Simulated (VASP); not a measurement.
## C: single point with PBEsol

The system is C.

```
C
1.0
     2.49887    0.00000    0.00000
    -1.24943    2.16408    0.00000
     0.00000    0.00000    4.16091
C
4
Direct
  0.66667 0.33333 0.06279
  0.33333 0.66667 0.56279
  0.66667 0.33333 0.43721
  0.33333 0.66667 0.93721
```

```json
{
  "Program": "VASP 6.6.1",
  "Task": "single point",
  "Functional": "PBEsol",
  "Potentials or basis": "VASP PAW PBE potentials, release 64 (C)",
  "Cutoff": "520 eV",
  "k mesh": "12 × 12 × 6",
  "Occupations": "gaussian, width 0.02 eV",
  "Spin": "no spin polarisation",
  "Dipole correction": "no",
  "Further INCAR settings": "ALGO = Normal; EDIFF = 1e-07; NBANDS = 16"
}
```

| Property | Result |
| --- | --- |
| Pressure | 1.1 GPa |
| Largest force | 0.008 eV/Å |
| Band gap on the k mesh | 3.04 eV (least direct gap 4.92 eV) |

Forces on the atoms (eV/Å):
```
C    0.000  0.000  0.008
C    0.000  0.000  0.008
C    0.000  0.000 -0.008
C    0.000  0.000 -0.008
```

Stress tensor (GPa, compression positive):
```
1.10 0.00 0.00
0.00 1.10 0.00
0.00 0.00 0.98
```

Levels at points of the mesh, in eV from the valence-band top:
| k point | band 6 | band 7 | band 8 | band 9 | band 10 | band 11 |
| --- | --- | --- | --- | --- | --- | --- |
| (0.00, 0.00, 0.00) | -0.50 | 0.00 | 0.00 | 4.92 | 4.92 | 5.30 |
| (0.50, 0.00, 0.00) | -6.56 | -6.09 | -3.18 | 4.36 | 7.90 | 8.24 |
| (0.00, 0.00, 0.50) | -1.87 | -1.87 | -1.87 | 7.22 | 7.22 | 7.22 |
| (0.50, 0.00, 0.50) | -5.17 | -4.88 | -4.88 | 5.79 | 5.79 | 6.44 |

Wall time 26 s on 1 thread of Intel(R) Xeon(R) Platinum 8259CL CPU @ 2.50GHz (Skylake/Cascade Lake), on a shared host, peak memory 0.13 GiB.

Caveat: the PAW data sets were made with another functional, which shifts forces and pressure a little. A k mesh can miss the band edges.
